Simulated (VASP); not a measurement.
Input of a VASP 6.6.1 run:

File INCAR:

```
ALGO     = Normal         # electronic algorithm
EDIFF    = 1E-6           # SCF threshold, eV
ENCUT    = 600            # plane-wave cutoff, eV
GGA      = PE             # functional
GGA_COMPAT= False        
ISIF     = 2              # what is computed and relaxed
ISMEAR   = 0              # smearing method
LASPH    = True           # aspherical terms in the spheres
LCHARG   = False          # write CHGCAR
LMAXMIX  = 6              # l up to which the mixer works
LREAL    = False          # projectors in reciprocal space
LWAVE    = False          # write WAVECAR
NBANDS   = 24             # bands
NELM     = 200            # most SCF steps
PREC     = Accurate       # precision mode
SIGMA    = 0.1            # smearing width, eV
```

Contents of KPOINTS:

```
k-points
0
Gamma
  10 10 12
```

The input POSCAR:

```
HoMoN2
1.0
    4.0098706567      0.0000000000      0.0000000000
    0.0000000000      4.0098706567      0.0000000000
    0.0000000000      0.0000000000      3.2753750609
Ho Mo N
1 1 2
Direct
    0.5000000000      0.5000000000      0.0000000000
    0.0000000000      0.0000000000      0.5000000000
    0.5000000000      0.0000000000      0.5000000000
    0.0000000000      0.5000000000      0.5000000000
```

Potentials or basis: VASP PAW PBE potentials, release 64 (Ho_3, Mo_sv, N), 4f in core.

Run with:

```bash
$ cat potpaw_PBE.64/Ho_3/POTCAR potpaw_PBE.64/Mo_sv/POTCAR potpaw_PBE.64/N/POTCAR > POTCAR
$ mpirun -np 1 vasp_std > vasp.out
```

(1) Estimate the pressure.

(2) Estimate the band gap on the k mesh.

Answers

(1) -4.8 GPa.

(2) zero (an odd number of electrons rules out a gap without spin polarisation).

Caveat: the cell stands under tension; spin-orbit coupling is left out, which moves the levels of the heavy elements; the 4f electrons are frozen in the core, so they carry no moment and show no levels; an odd number of electrons without spin polarisation forces a metal; a magnetic or distorted state may lie lower; the run has no spin polarisation, though such a crystal can be magnetic.
